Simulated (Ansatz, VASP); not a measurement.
One calculation of WS2, two programs

POSCAR

```
WS2
1.0
    3.1835163552      0.0000000000      0.0000000000
   -1.5917581776      2.7570060369      0.0000000000
    0.0000000000      0.0000000000     16.9505778900
W S
1 2
Direct
    0.0000000000      0.0000000000      0.0000000000
    0.3333333333      0.6666666667      0.0920005100
    0.3333333333      0.6666666667      0.9079994900
```

File INCAR.step1:

```
ALGO = Normal
EDIFF = 1E-4
ENCUT = 600
GGA = PE
ISMEAR = -1
LASPH = T
LCHARG = F
LREAL = F
LWAVE = T
NELM = 100
PREC = Accurate
SIGMA = 0.05
```

File INCAR.step2:

```
ALGO = Normal
EDIFF = 1E-6
EDIFFG = -0.01
ENCUT = 600
IBRION = 2
ISIF = 3
ISMEAR = -1
ISTART = 1
LASPH = T
LCHARG = F
LMIXTAU = T
LREAL = F
LWAVE = F
METAGGA = R2SCAN
NELM = 100
NSW = 60
PREC = Accurate
SIGMA = 0.05
```

KPOINTS

```
k-points
0
Gamma
  10 10 2
```

input.yaml

```yaml
crystal:
  lattice:
    - [3.1835163552, 0.0, 0.0]
    - [-1.5917581776, 2.7570060369, 0.0]
    - [0.0, 0.0, 16.95057789]
  atoms:
    - { symbol: W, position: [0.0, 0.0, 0.0] }
    - { symbol: S, position: [0.3333333333, 0.6666666667, 0.09200051] }
    - { symbol: S, position: [0.3333333333, 0.6666666667, 0.90799949] }
hamiltonian:
  xc: r2scan
  pseudopotentials: { kind: paw }
kpoints:
  mp_grid: { grid: [10, 10, 2] }
scf:
  occupations: { method: fermi_dirac, width: 0.05 }
output:
  forces: true
  stress: true
  eigenvalues: true
  write_density: true
  write_potential: true
  elf: true
  volumetric_format: npy
relax:
  f_tol: 0.01
  max_steps: 40
  cell: { stress_tol: 0.05 }
```

Alike in both runs: task relaxation of cell and atoms; functional r2SCAN; k mesh 10 × 10 × 2; occupations fermi-dirac, width 0.05 eV; no spin polarisation.

|  | VASP | Ansatz |
| --- | --- | --- |
| version | VASP 6.6.1 | Ansatz 0.2.0 |
| potentials or method | VASP PAW PBE potentials, release 64 (W_sv, S) | Ansatz PAW |
| plane-wave cutoff (eV) | 600 | 500 |
| valence electrons in the cell | 26 | 26 |

Ansatz gave:

| Property | Result |
| --- | --- |
| gap on the k mesh at the Fermi level, each at its own relaxed structure (eV) | 2.10 |
| relaxed volume (Å³/atom) | 49.52 |
| relaxed cell length with the largest relative difference (Å) | 3.181 |

Task: What did VASP give for the same quantities?

Result: gap on the k mesh at the Fermi level, each at its own relaxed structure (eV): 2.10; relaxed volume (Å³/atom): 49.59; relaxed cell length with the largest relative difference (Å): 3.184.

VASP's potentials were made for PBE, not for r2SCAN.

Neither program's run includes spin-orbit coupling. Noted on VASP's run: the relaxation stopped at its first step, so nothing moved. Noted on Ansatz's run: the plane-wave basis is chosen anew once the cell has moved, so the energies of steps on either side of that aren't comparable.
